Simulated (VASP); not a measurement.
Input of a VASP 6.6.1 run:

INCAR

```
SYSTEM = AlW8C8Cl3
ALGO = Normal
EDIFF = 1E-6
ENCUT = 520
GGA = PS
GGA_COMPAT = .False.
ISIF = 2
ISMEAR = -1
LASPH = .True.
LCHARG = .False.
LREAL = .False.
LWAVE = .False.
NBANDS = 100
NELM = 120
NELMDL = -8
PREC = Accurate
SIGMA = 0.05
```

The input KPOINTS:

```
k-points
0
Gamma
  3 3 1
  0 0 0
```

POSCAR

```
AlW8C8Cl3
1.0
    5.6929600000      0.0000000000      0.0000000000
   -2.8464800000      4.9302480000      0.0000000000
    0.0000000000      0.0000000000     17.1931300000
W C Al Cl
8 8 1 3
Direct
    0.0000000000      0.0000000000      0.0581627662
    0.0069540852     -0.0160235347      0.2252411283
    0.0000045923      0.4999951321      0.0581627662
    0.0058792495      0.4990621161      0.2278177388
    0.5000035131      0.0000000000      0.0581627662
    0.4911718711     -0.0261650124      0.2336107503
    0.4999905398      0.4999951321      0.0581627662
    0.4895823424      0.4873994168      0.2211988160
    0.3265251281      0.1544344220      0.1339255854
    0.3485543406      0.1890777097      0.2977061187
    0.3264840333      0.6660719704      0.1371070887
    0.3065689931      0.6302117054      0.3014692496
    0.7893434104      0.1189189672      0.1310523447
    0.8265629817      0.1723848374      0.2976886698
    0.8221396082      0.6520361653      0.1371478026
    0.8252607833      0.6974497023      0.2976654047
    0.6608126249      0.2552204270      0.3809893836
    0.6804398495      0.1522641457      0.4942788195
    1.2389350675      0.5898891902      0.4042137761
    0.7774101746      0.7229859431      0.4018116538
```

Potentials or basis: VASP PAW PBE potentials, release 64 (W_sv, C, Al, Cl).

The run is started by

```bash
$ cat potpaw_PBE.64/W_sv/POTCAR potpaw_PBE.64/C/POTCAR potpaw_PBE.64/Al/POTCAR potpaw_PBE.64/Cl/POTCAR > POTCAR
$ mpirun -np 1 vasp_std > vasp.out
```

(1) What does it give for the band gap on the k mesh?

(2) Estimate the largest force.

Results:

(1) zero (bands 84 and 85 overlap by 0.67 eV).

(2) 5.136 eV/Å.

Caveat: the k points lie up to 0.42 Å⁻¹ apart, too coarse for converged energies and pressures of a metal; the atoms stand as in a frame of molecular dynamics; the PAW data sets were made with another functional, which shifts forces and pressure a little; spin-orbit coupling is left out, which moves the levels of the heavy elements.
